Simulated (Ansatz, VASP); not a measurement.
# ZnS in VASP and in Ansatz

Contents of INCAR:

```
PREC = Accurate
ENCUT = 520
EDIFF = 1E-7
ISMEAR = 0
SIGMA = 0.05
LREAL = F
LASPH = T
NELM = 60
ALGO = Normal
ISIF = 2
LWAVE = F
LCHARG = F
GGA = PE
NBANDS = 16
```

Contents of KPOINTS:

```
regular mesh
0
Gamma
  8 8 8
```

The input POSCAR:

```
ZnS
1.0
    0.0000000000      2.7215639846      2.7215639846
    2.7215639846      0.0000000000      2.7215639846
    2.7215639846      2.7215639846      0.0000000000
Zn S
1 1
Direct
    0.0000000000      0.0000000000      0.0000000000
    0.7500000000      0.7500000000      0.5941101987
```

Input for Ansatz:

```yaml
crystal:
  lattice:
    - [0.0, 2.7215639846, 2.7215639846]
    - [2.7215639846, 0.0, 2.7215639846]
    - [2.7215639846, 2.7215639846, 0.0]
  atoms:
    - { symbol: Zn, position: [0.0, 0.0, 0.0] }
    - { symbol: S, position: [0.75, 0.75, 0.5941101987] }
basis:
  ecutwfc: 420
kpoints:
  mp_grid: { grid: [8, 8, 8] }
hamiltonian:
  xc: pbe
scf:
  occupations: { method: gaussian, width: 0.05 }
output:
  forces: true
  stress: true
  eigenvalues: true
```

Alike in both runs: task single point; functional PBE; k mesh 8 × 8 × 8; occupations gaussian, width 0.05 eV; no spin polarisation.

```csv
,VASP,Ansatz
version,VASP 6.6.1,Ansatz 0.2.0
potentials or method,"VASP PAW PBE potentials, release 64 (Zn, S), cutoff 520 eV","scalar-relativistic, plane waves, PAW"
valence electrons in the cell,18,18
```

VASP gave:

```
gap on the k mesh at the Fermi level (eV)                     : 1.84
least direct gap on the mesh (eV)                             : 1.84
pressure (GPa)                                                : 13.2
traceless stress, the component that is largest in VASP (GPa) : -15.30
rms of the force components (eV/Å)                            : 4.035
```

Task: Which values does Ansatz return?

Result: gap on the k mesh at the Fermi level (eV): 1.82; least direct gap on the mesh (eV): 1.82; pressure (GPa): 13.0; traceless stress, the component that is largest in VASP (GPa): -15.16; rms of the force components (eV/Å): 4.016.

Atom by atom the forces differ by 0.019 eV/Å (rms over components).
